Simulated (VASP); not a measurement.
# ZnS (P3m1) in VASP: notebook

Runs on ZnS. Level: r2SCAN. Tasks: single point.

All numbers are computed with VASP 6.6.1; they aren't measurements. Logs are shortened: lines on timing, memory, paths and dates and some standing lists are left out, and cuts for length are marked.

### 1 The cell of the first run

The structure is trigonal, space group P3m1 (No. 156). Conventional cell: a = 3.811 Å, b = 3.811 Å, c = 6.234 Å, α = 90.00°, β = 90.00°, γ = 120.00°. Zn (site symmetry 3m) has 4 S at 1.95 to 2.31 Å within 2.6 Å. Within 3.2 Å of Zn (site symmetry 3m) lie 4 S at 2.40 to 2.49 Å. Within 2.6 Å of S (site symmetry 3m) lie 4 Zn at 1.95 to 2.49 Å. Within 3.1 Å of S (site symmetry 3m) lie 4 Zn at 2.31 to 2.40 Å.

### 2 Single point, r2SCAN (atom 3 (S) moved -0.450 Å along Cartesian [0 0 1])

POSCAR reads:

```
ZnS
1.0
    3.8109987816      0.0000000000      0.0000000000
   -1.9054993908      3.3004217586      0.0000000000
    0.0000000000      0.0000000000      6.2340000000
Zn S
2 2
Direct
    0.3333333333      0.6666666667      0.0000000000
    0.6666666667      0.3333333333      0.5000000000
    0.3333333333      0.6666666667      0.3128152069
    0.6666666667      0.3333333333      0.8850000000
```

INCAR.step1 reads:

```
SYSTEM = ZnS
PREC     = Accurate       ! precision mode
ENCUT    = 520            ! plane-wave cutoff, eV
ISMEAR   = 0              ! smearing method
SIGMA    = 0.05           ! smearing width, eV
LREAL    = .False.        ! projectors in reciprocal space
LASPH    = .True.         ! aspherical terms in the spheres
NELM     = 60             ! most SCF steps
NBANDS   = 26             ! bands
GGA      = PE             ! functional
ALGO     = Normal         ! electronic algorithm
EDIFF    = 1E-4           ! SCF threshold, eV
LWAVE    = .True.         ! write WAVECAR
LCHARG   = .False.        ! write CHGCAR
```

INCAR.step2 reads:

```
SYSTEM = ZnS
PREC     = Accurate       ! precision mode
ENCUT    = 520            ! plane-wave cutoff, eV
EDIFF    = 1E-6           ! SCF threshold, eV
ISMEAR   = 0              ! smearing method
SIGMA    = 0.05           ! smearing width, eV
LREAL    = .False.        ! projectors in reciprocal space
LASPH    = .True.         ! aspherical terms in the spheres
NELM     = 60             ! most SCF steps
ALGO     = Normal         ! electronic algorithm
ISIF     = 2              ! what is computed and relaxed
LWAVE    = .False.        ! write WAVECAR
LCHARG   = .False.        ! write CHGCAR
METAGGA  = R2SCAN         ! meta-GGA
LMIXTAU  = .True.       
NBANDS   = 26             ! bands
ISTART   = 1
```

KPOINTS reads:

```
Automatic mesh
0
Gamma
  6 6 4
  0 0 0
```

Potentials or basis: VASP PAW PBE potentials, release 64 (Zn, S).

Run with:

```console
cat potpaw_PBE.64/Zn/POTCAR potpaw_PBE.64/S/POTCAR > POTCAR
cp INCAR.step1 INCAR
mpirun -np 1 vasp_std > vasp.out
cp INCAR.step2 INCAR
mpirun -np 1 vasp_std > vasp.out
```

OUTCAR:

```text
SYSTEM = ZnS
   PREC = Accurate
   ENCUT = 520
   EDIFF = 1E-6
   ISMEAR = 0
   LREAL = .False.
   LASPH = .True.
   NELM = 60
   ISIF = 2
   METAGGA = R2SCAN
   ISTART = 1

 ion  position               nearest neighbor table
   1  0.333  0.667  0.000-   3 1.95   4 2.31   4 2.31   4 2.31
   2  0.667  0.333  0.500-   4 2.40   3 2.49   3 2.49   3 2.49
   3  0.333  0.667  0.313-   1 1.95   2 2.49   2 2.49   2 2.49
   4  0.667  0.333  0.885-   1 2.31   1 2.31   1 2.31   2 2.40

  LATTYP: Found a hexagonal cell.
 ALAT       =     3.8109987816
 C/A-ratio  =     1.6357916539

  Lattice vectors:

 A1 = (   3.8109987816,   0.0000000000,   0.0000000000)
 A2 = (  -1.9054993908,   3.3004217586,   0.0000000000)
 A3 = (   0.0000000000,   0.0000000000,   6.2340000000)

Analysis of symmetry for initial positions (statically):
=====================================================================
 Subroutine PRICEL returns:
 Original cell was already a primitive cell.

 Routine SETGRP: Setting up the symmetry group for a
 hexagonal supercell.

 Subroutine GETGRP returns: Found  6 space group operations
 (whereof  6 operations were pure point group operations)
 out of a pool of 24 trial point group operations.

The static configuration has the point symmetry C_3v.

Analysis of symmetry for dynamics (positions and initial velocities):
=====================================================================
 Subroutine PRICEL returns:
 Original cell was already a primitive cell.

 Routine SETGRP: Setting up the symmetry group for a
 hexagonal supercell.

 Subroutine GETGRP returns: Found  6 space group operations
 (whereof  6 operations were pure point group operations)
 out of a pool of 24 trial point group operations.

The dynamic configuration has the point symmetry C_3v.

 Subroutine INISYM returns: Found  6 space group operations
 (whereof  6 operations are pure point group operations),
 and found     1 'primitive' translations

----------------------------------------------------------------------------------------

                                     Primitive cell

  volume of cell :      78.4106

  direct lattice vectors                    reciprocal lattice vectors
     3.810998782  0.000000000  0.000000000     0.262398405  0.151495789  0.000000000
    -1.905499391  3.300421759  0.000000000     0.000000000  0.302991579  0.000000000
     0.000000000  0.000000000  6.234000000     0.000000000  0.000000000  0.160410651

  length of vectors
     3.810998782  3.810998782  6.234000000     0.302991579  0.302991579  0.160410651

  position of ions in fractional coordinates (direct lattice)
     0.333333333  0.666666667  0.000000000
     0.666666667  0.333333333  0.500000000
     0.333333333  0.666666667  0.312815207
     0.666666667  0.333333333  0.885000000

  ion indices of the primitive-cell ions
   primitive index   ion index
                 1           1
                 2           2
                 3           3
                 4           4

----------------------------------------------------------------------------------------

 KPOINTS: Automatic mesh

Automatic generation of k-mesh.
 Grid dimensions read from file:
 generate k-points for:    6    6    4

 Generating k-lattice:

  Cartesian coordinates                     Fractional coordinates (reciprocal lattice)
     0.043733067  0.025249298  0.000000000     0.166666667  0.000000000  0.000000000
     0.000000000  0.050498596  0.000000000     0.000000000  0.166666667  0.000000000
     0.000000000  0.000000000  0.040102663     0.000000000  0.000000000  0.250000000

  Length of vectors
     0.050498596  0.050498596  0.040102663

  Shift w.r.t. Gamma in fractional coordinates (k-lattice)
     0.000000000  0.000000000  0.000000000

 Subroutine IBZKPT returns following result:
 ===========================================

 Found     24 irreducible k-points:

 Following reciprocal coordinates:
            Coordinates               Weight
  0.000000  0.000000  0.000000      1.000000
  0.166667  0.000000  0.000000      6.000000
  0.333333  0.000000  0.000000      6.000000
  0.500000  0.000000  0.000000      3.000000
  0.166667  0.166667  0.000000      6.000000
  0.333333  0.166667  0.000000     12.000000
[... 16 lines left out ...]
  0.333333  0.166667  0.500000     12.000000
  0.333333  0.333333  0.500000      2.000000
   k-points           NKPTS =     24   k-points in BZ     NKDIM =     24   number of bands    NBANDS=     26
   number of dos      NEDOS =    301   number of ions     NIONS =      4
   total plane-waves  NPLWV =  37632
   dimension x,y,z NGX =    28 NGY =   28 NGZ =   48
   dimension x,y,z NGXF=    56 NGYF=   56 NGZF=   96
   ions per type =               2   2
   NGX,Y,Z   is equivalent  to a cutoff of  12.21, 12.21, 12.80 a.u.
   NGXF,Y,Z  is equivalent  to a cutoff of  24.43, 24.43, 25.60 a.u.
 SYSTEM =  ZnS
   PREC   = accura    normal or accurate (medium, high low for compatibility)
[... 60 lines left out ...]
 fundamental gap:      2.3743342537
 Fermi energy:         2.3084621717

 k-point     1 :       0.0000    0.0000    0.0000
  band No.  band energies     occupation
      1     -12.0333      2.00000
      2     -10.8341      2.00000
      3      -5.1404      2.00000
      4      -4.9117      2.00000
      5      -4.9117      2.00000
      6      -4.5914      2.00000
[... 18 lines left out ...]
     25      10.4915      0.00000
     26      12.2257      0.00000

 k-point     2 :       0.1667    0.0000    0.0000
  band No.  band energies     occupation
      1     -11.8475      2.00000
      2     -10.7588      2.00000
      3      -5.1164      2.00000
      4      -4.8943      2.00000
      5      -4.8815      2.00000
      6      -4.6383      2.00000
[... 18 lines left out ...]
     25      10.9147      0.00000
     26      11.1809      0.00000

 k-point     3 :       0.3333    0.0000    0.0000
  band No.  band energies     occupation
      1     -11.3988      2.00000
      2     -10.6433      2.00000
      3      -5.0703      2.00000
      4      -4.8647      2.00000
      5      -4.8457      2.00000
      6      -4.6393      2.00000
[... 18 lines left out ...]
     25      11.8204      0.00000
     26      12.6834      0.00000

 k-point     4 :       0.5000    0.0000    0.0000
  band No.  band energies     occupation
      1     -11.0857      2.00000
      2     -10.6493      2.00000
      3      -5.0387      2.00000
      4      -4.8821      2.00000
      5      -4.8395      2.00000
      6      -4.4898      2.00000
[... 18 lines left out ...]
     25      11.8660      0.00000
     26      14.1428      0.00000

 k-point     5 :       0.1667    0.1667    0.0000
  band No.  band energies     occupation
      1     -11.5263      2.00000
      2     -10.6636      2.00000
      3      -5.0806      2.00000
      4      -4.8755      2.00000
      5      -4.8344      2.00000
      6      -4.6650      2.00000
[... 18 lines left out ...]
     25      10.6000      0.00000
     26      12.0795      0.00000

 k-point     6 :       0.3333    0.1667    0.0000
  band No.  band energies     occupation
      1     -11.0992      2.00000
      2     -10.6406      2.00000
      3      -5.0339      2.00000
      4      -4.9052      2.00000
      5      -4.7895      2.00000
      6      -4.5355      2.00000
[... 427 lines left out ...]
 k-point    21 :       0.5000    0.0000    0.5000
  band No.  band energies     occupation
      1     -11.0029      2.00000
      2     -10.7148      2.00000
      3      -5.1140      2.00000
      4      -4.9230      2.00000
      5      -4.8081      2.00000
      6      -4.4702      2.00000
[... 18 lines left out ...]
     25      11.5238      0.00000
     26      12.6852      0.00000

 k-point    22 :       0.1667    0.1667    0.5000
  band No.  band energies     occupation
      1     -11.3654      2.00000
      2     -10.8516      2.00000
      3      -5.1917      2.00000
      4      -4.8690      2.00000
      5      -4.8234      2.00000
      6      -4.7393      2.00000
[... 18 lines left out ...]
     25      10.6962      0.00000
     26      11.2048      0.00000

 k-point    23 :       0.3333    0.1667    0.5000
  band No.  band energies     occupation
      1     -11.0114      2.00000
      2     -10.7130      2.00000
      3      -5.1016      2.00000
      4      -4.9046      2.00000
      5      -4.8101      2.00000
      6      -4.5385      2.00000
[... 18 lines left out ...]
     25      11.2731      0.00000
     26      12.2212      0.00000

 k-point    24 :       0.3333    0.3333    0.5000
  band No.  band energies     occupation
      1     -10.8587      2.00000
      2     -10.6974      2.00000
      3      -5.0587      2.00000
      4      -4.8804      2.00000
      5      -4.8525      2.00000
      6      -4.4451      2.00000
[... 18 lines left out ...]
     25      11.4608      0.00000
     26      12.7598      0.00000

------------------------ aborting loop because EDIFF is reached ----------------------------------------

  FORCE on cell =-STRESS in cart. coord.  units (eV):
  Direction    XX          YY          ZZ          XY          YZ          ZX
  --------------------------------------------------------------------------------------
  -------------------------------------------------------------------------------------
  Total       -0.3975653     -0.3975653      8.4240725      0.0000000      0.0000000      0.0000000
  in kB       -8.1235163     -8.1235163    172.1304203      0.0000000      0.0000000      0.0000000
  external PRESSURE =      51.9611292 kB  Pullay stress =       0.0000000 kB

 VOLUME and BASIS-vectors are now :
 -----------------------------------------------------------------------------
  energy-cutoff  :      520.00
  volume of cell :       78.41
      direct lattice vectors                 reciprocal lattice vectors
     3.810998782  0.000000000  0.000000000     0.262398405  0.151495789  0.000000000
    -1.905499391  3.300421759  0.000000000     0.000000000  0.302991579  0.000000000
     0.000000000  0.000000000  6.234000000     0.000000000  0.000000000  0.160410651

 POSITION                                       TOTAL-FORCE (eV/Angst)
 -----------------------------------------------------------------------------------
     -0.00000      2.20028      0.00000         0.000000     -0.000000     -4.800134
      1.90550      1.10014      3.11700        -0.000000      0.000000     -0.583601
     -0.00000      2.20028      1.95009        -0.000000      0.000000      7.449968
      1.90550      1.10014      5.51709        -0.000000      0.000000     -2.066234
 -----------------------------------------------------------------------------------
    total drift:                                0.000012     -0.000007     -0.007215

  FREE ENERGIE OF THE ION-ELECTRON SYSTEM (eV)
  ---------------------------------------------------
  free  energy   TOTEN  =       -36.4957216518 eV

  energy  without entropy=      -36.4957216518  energy(sigma->0) =      -36.49572165
```

It took 82 s on 1 thread of Intel Xeon 6975P-C (Granite Rapids), shared host; peak memory 0.21 GiB.

Results:

* Free energy: -36.4957 eV
* Pressure: 5.2 GPa
* Largest force: 7.450 eV/Å
* Band gap on the k mesh: 2.37 eV

Forces on the atoms (eV/Å):
```
Zn   0.000  0.000 -4.800
Zn   0.000  0.000 -0.584
S    0.000  0.000  7.450
S    0.000  0.000 -2.066
```

Stress tensor (GPa, compression positive):
```
-0.81  0.00  0.00
 0.00 -0.81  0.00
 0.00  0.00 17.21
```

Levels at points of the mesh, in eV from the valence-band top:
| k point | band 14 | band 15 | band 16 | band 17 | band 18 | band 19 | band 20 | band 21 | band 22 | band 23 |
| --- | --- | --- | --- | --- | --- | --- | --- | --- | --- | --- |
| (0.00, 0.00, 0.00) | -1.28 | -1.28 | -0.37 | 0.00 | 0.00 | 2.37 | 3.75 | 6.61 | 6.61 | 6.83 |
| (0.50, 0.00, 0.00) | -3.83 | -3.58 | -2.64 | -1.99 | -0.63 | 3.67 | 4.54 | 5.07 | 6.71 | 7.91 |
| (0.00, 0.00, 0.50) | -2.83 | -1.03 | -1.03 | -0.31 | -0.31 | 3.86 | 4.32 | 5.59 | 6.88 | 6.88 |
| (0.50, 0.00, 0.50) | -4.51 | -2.27 | -2.03 | -1.62 | -1.13 | 3.14 | 3.97 | 5.04 | 6.20 | 8.37 |

Caveat: the cell differs from its parent crystal (atom 3 (S) moved -0.450 Å along Cartesian [0 0 1]); the cell stands under pressure; the PAW data sets were made with another functional, which shifts forces and pressure a little.

### 3 Single point, r2SCAN (atom 3 (S) moved +0.300 Å along Cartesian [0 0 1])

POSCAR, as its differences from that of step 2:

```diff
@@ -10,3 +10,3 @@
     0.6666666667      0.3333333333      0.5000000000
-    0.3333333333      0.6666666667      0.3128152069
+    0.3333333333      0.6666666667      0.4331231954
     0.6666666667      0.3333333333      0.8850000000
```

INCAR.step1 reads:

```
  PREC = Accurate
  ENCUT = 520
  ISMEAR = 0
  SIGMA = 0.05
  LREAL = False
  LASPH = True
  NELM = 100
  NBANDS = 26
  GGA = PE
  ALGO = Normal
  EDIFF = 1E-4
  LWAVE = True
  LCHARG = False
```

INCAR.step2 reads:

```
  PREC = Accurate
  ENCUT = 520
  EDIFF = 1E-7
  ISMEAR = 0
  SIGMA = 0.05
  LREAL = False
  LASPH = True
  NELM = 100
  ALGO = Normal
  ISIF = 2
  LWAVE = False
  LCHARG = True
  METAGGA = R2SCAN
  LMIXTAU = True
  LELF = True
  LVHAR = True
  NBANDS = 26
  ISTART = 1
```

KPOINTS reads:

```
Automatic mesh
0
Gamma
  6 6 4
```

Potentials or basis: VASP PAW PBE potentials, release 64 (Zn, S).

Run with:

```console
cat potpaw_PBE.64/Zn/POTCAR potpaw_PBE.64/S/POTCAR > POTCAR
cp INCAR.step1 INCAR
mpirun -np 1 vasp_std > vasp.out
cp INCAR.step2 INCAR
mpirun -np 1 vasp_std > vasp.out
```

It took 78 s on 1 thread of Intel Xeon 6975P-C (Granite Rapids), shared host; peak memory 0.22 GiB.

The run converged. Its results:

- Free energy: -37.3358 eV
- Pressure: 1.9 GPa
- Largest force: 1.856 eV/Å
- Band gap on the k mesh: 2.82 eV

Forces in eV/Å, atoms in the order of the input:
```
Zn   0.000  0.000  0.532
Zn   0.000  0.000  0.538
S    0.000  0.000 -1.856
S    0.000  0.000  0.786
```

Stress tensor (GPa, compression positive):
```
 3.38  0.00  0.00
 0.00  3.38  0.00
 0.00  0.00 -0.93
```

Levels at points of the mesh, in eV from the valence-band top:
| k point | band 15 | band 16 | band 17 | band 18 | band 19 | band 20 | band 21 | band 22 |
| --- | --- | --- | --- | --- | --- | --- | --- | --- |
| (0.00, 0.00, 0.00) | -0.82 | -0.02 | -0.02 | 0.00 | 2.82 | 3.41 | 6.73 | 6.73 |
| (0.50, 0.00, 0.00) | -2.88 | -2.39 | -1.28 | -1.18 | 3.79 | 4.74 | 5.53 | 7.97 |
| (0.00, 0.00, 0.50) | -0.59 | -0.59 | -0.28 | -0.28 | 3.88 | 4.08 | 6.13 | 6.95 |
| (0.50, 0.00, 0.50) | -2.07 | -1.57 | -1.47 | -1.12 | 3.80 | 4.38 | 4.99 | 5.69 |

Caveat: the cell differs from its parent crystal (atom 3 (S) moved +0.300 Å along Cartesian [0 0 1]); the PAW data sets were made with another functional, which shifts forces and pressure a little.

### 4 Single point, r2SCAN (atom 3 (S) moved +0.450 Å along Cartesian [0 0 1])

POSCAR, as its differences from that of step 3:

```diff
@@ -10,3 +10,3 @@
     0.6666666667      0.3333333333      0.5000000000
-    0.3333333333      0.6666666667      0.4331231954
+    0.3333333333      0.6666666667      0.4571847931
     0.6666666667      0.3333333333      0.8850000000
```

INCAR.step1 reads:

```
SYSTEM = ZnS
PREC = Accurate
ENCUT = 520
ISMEAR = 0
SIGMA = 0.05
LREAL = .False.
LASPH = .True.
NELM = 60
NBANDS = 26
GGA = PE
ALGO = Normal
EDIFF = 1E-4
LWAVE = .True.
LCHARG = .False.
```

INCAR.step2 reads:

```
SYSTEM = ZnS
PREC = Accurate
ENCUT = 520
EDIFF = 1E-7
ISMEAR = 0
SIGMA = 0.05
LREAL = .False.
LASPH = .True.
NELM = 60
ALGO = Normal
ISIF = 2
LWAVE = .False.
LCHARG = .False.
METAGGA = R2SCAN
LMIXTAU = .True.
NBANDS = 26
ISTART = 1
```

KPOINTS reads:

```
regular mesh
0
Gamma
  6 6 4
  0 0 0
```

Run with:

```console
cat potpaw_PBE.64/Zn/POTCAR potpaw_PBE.64/S/POTCAR > POTCAR
cp INCAR.step1 INCAR
mpirun -np 1 vasp_std > vasp.out
cp INCAR.step2 INCAR
mpirun -np 1 vasp_std > vasp.out
```

Run time: 76 s. Hardware: 1 thread of Intel Xeon 6975P-C (Granite Rapids), shared host; peak memory 0.22 GiB.

The run converged. Its results:

| Property | Result |
| --- | --- |
| Free energy | -37.0331 eV |
| Pressure | 3.2 GPa |
| Largest force | 2.152 eV/Å |
| Band gap on the k mesh | 2.77 eV |

Forces in eV/Å, atoms in the order of the input:
```
Zn   0.000  0.000  0.387
Zn   0.000  0.000  0.425
S    0.000  0.000 -2.152
S    0.000  0.000  1.340
```

Stress tensor (GPa, compression positive):
```
4.68 0.00 0.00
0.00 4.68 0.00
0.00 0.00 0.33
```

Levels at points of the mesh, in eV from the valence-band top:
| k point | band 15 | band 16 | band 17 | band 18 | band 19 | band 20 | band 21 | band 22 |
| --- | --- | --- | --- | --- | --- | --- | --- | --- |
| (0.00, 0.00, 0.00) | -0.82 | -0.10 | 0.00 | 0.00 | 2.77 | 3.47 | 6.70 | 6.70 |
| (0.50, 0.00, 0.00) | -2.68 | -2.45 | -1.20 | -1.13 | 3.64 | 4.69 | 5.52 | 7.92 |
| (0.00, 0.00, 0.50) | -0.64 | -0.64 | -0.20 | -0.20 | 3.83 | 4.13 | 5.61 | 6.83 |
| (0.50, 0.00, 0.50) | -2.20 | -1.51 | -1.37 | -0.89 | 3.65 | 4.50 | 4.78 | 5.66 |

Caveat: the cell differs from its parent crystal (atom 3 (S) moved +0.450 Å along Cartesian [0 0 1]); the cell stands under pressure; the PAW data sets were made with another functional, which shifts forces and pressure a little.

### 5 Summary

| cell | gap on the mesh (eV) | pressure (GPa) | largest force (eV/Å) |
| --- | --- | --- | --- |
| as given, atomic positions A | 2.37 | 5.2 | 7.45 |
| as given, atomic positions B | 2.82 | 1.9 | 1.86 |
| as given, atomic positions C | 2.77 | 3.2 | 2.15 |

Alike in all rows: task single point; level r2SCAN; potentials or basis VASP PAW PBE potentials, release 64 (Zn, S); no spin polarisation; k mesh 6 × 6 × 4; cutoff (eV) 520; smearing gaussian 0.05 eV.

Caveats: the PAW data sets were made with another functional, which shifts forces and pressure a little; the cell stands under pressure (at least some runs).

Total energies depend on the potentials used, so only differences within one code and one set of settings carry meaning.
